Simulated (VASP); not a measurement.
Set up this calculation in VASP 6.6.1, as the native input.

```
Task                   : single point
Functional             : PBE
Potentials or basis    : VASP PAW PBE potentials, release 64 (Ti_sv, Sn_d, O)
Cutoff                 : 520 eV
k mesh                 : 4 × 4 × 2
Occupations            : gaussian, width 0.1 eV
Spin                   : no spin polarisation
Dipole correction      : no
Further INCAR settings : ALGO = Normal; EDIFF = 1e-06; NBANDS = 61
```

The structure of Ti3SnO8 lies in POSCAR:

```
Ti3SnO8
1.0
    3.8389093056      0.0000000000      0.0000000000
    0.0000000000      3.8389093056      0.0000000000
    0.0000000000      0.0000000000     10.0437737667
Ti Sn O
3 1 8
Direct
    0.5000000000      0.5000000000      0.5000000000
    1.0000000000      0.5000000000      0.2627764227
    0.5000000000      0.0000000000      0.7372235773
    0.0000000000      0.0000000000      0.0000000000
    0.0000000000      0.5000000000      0.4598611289
    0.5000000000      0.0000000000      0.9390301470
    0.0000000000      0.0000000000      0.2167734276
    0.5000000000      0.5000000000      0.6973860096
    0.0000000000      0.5000000000      0.0609698530
    0.5000000000      0.0000000000      0.5401388711
    0.0000000000      0.0000000000      0.7832265724
    0.5000000000      0.5000000000      0.3026139904
```

The input as run:

INCAR

```
SYSTEM = Ti3SnO8
PREC = Accurate ; ENCUT = 520
EDIFF = 1E-6 ; ISMEAR = 0
SIGMA = 0.1 ; LREAL = .FALSE.
LASPH = .TRUE. ; NELM = 100
ALGO = Normal ; ISIF = 2
LWAVE = .FALSE. ; LCHARG = .TRUE.
GGA = PE ; LELF = .TRUE.
LVHAR = .TRUE. ; NBANDS = 61
```

KPOINTS

```
Automatic mesh
0
G
  4 4 2
  0 0 0
```

Potentials or basis: VASP PAW PBE potentials, release 64 (Ti_sv, Sn_d, O).

Run with:

```console
$ cat potpaw_PBE.64/Ti_sv/POTCAR potpaw_PBE.64/Sn_d/POTCAR potpaw_PBE.64/O/POTCAR > POTCAR
$ mpirun -np 1 vasp_std > vasp.out
```

It gave:

* Pressure: 0.6 GPa
* Largest force: 0.027 eV/Å
* Band gap on the k mesh: 2.11 eV, indirect (least direct gap 2.27 eV)

Caveat: spin-orbit coupling is left out, which moves the levels of the heavy elements.

Wall time 2.3 min on 1 thread of Oxide Virtual Turin-like Processor, on a shared host, peak memory 0.26 GiB.
